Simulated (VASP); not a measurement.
Write the native input for VASP 6.6.1 that does the following.

```yaml
Task: single point
Functional: PBE
Potentials_or_basis: VASP PAW PBE potentials, release 64 (Zn, Se, S)
Cutoff: 520 eV
k_mesh: 8 × 8 × 8
Occupations: gaussian, width 0.02 eV
Spin: no spin polarisation
Dipole_correction: no
Further_INCAR_settings: ALGO = Normal; EDIFF = 1e-06; NBANDS = 46
```

The structure of Zn4Se3S lies in POSCAR:

```
Zn4Se3S
1.0
   -2.8301564697      2.8301564697      5.6570898788
    2.8301564697     -2.8301564697      5.6570898788
    2.8301564697      2.8301564697     -5.6570898788
Zn Se S
4 3 1
Direct
    0.8633052789      0.3801694319      0.0000000000
    0.3801694319      0.8633052789      0.0000000000
    0.1366947211      0.1366947211      0.5168641530
    0.6198305681      0.6198305681      0.4831358470
    0.7500000000      0.2500000000      0.5000000000
    0.2500000000      0.7500000000      0.5000000000
    0.0000000000      0.0000000000      0.0000000000
    0.5000000000      0.5000000000      0.0000000000
```

These files were run (other wordings do the same):

INCAR

```
SYSTEM = Zn4Se3S
PREC = Accurate
ENCUT = 520
EDIFF = 1E-6
ISMEAR = 0
SIGMA = 0.02
LREAL = .False.
LASPH = .True.
NELM = 100
ALGO = Normal
ISIF = 2
LWAVE = .False.
LCHARG = .True.
GGA = PE
LELF = .True.
LVHAR = .True.
NBANDS = 46
```

KPOINTS

```
regular mesh
0
Gamma
  8 8 8
  0 0 0
```

Potentials or basis: VASP PAW PBE potentials, release 64 (Zn, Se, S).

Command:

```sh
$ cat potpaw_PBE.64/Zn/POTCAR potpaw_PBE.64/Se/POTCAR potpaw_PBE.64/S/POTCAR > POTCAR
$ mpirun -np 1 vasp_std > vasp.out
```

Results of the run:

```yaml
Pressure: 0.2 GPa
Largest_force: 0.003 eV/Å
Band_gap_on_the_k_mesh: 1.34 eV
```

It took 9.1 min on 1 thread of Intel(R) Xeon(R) Platinum 8488C (Sapphire Rapids) (shared host), peak memory 0.67 GiB.
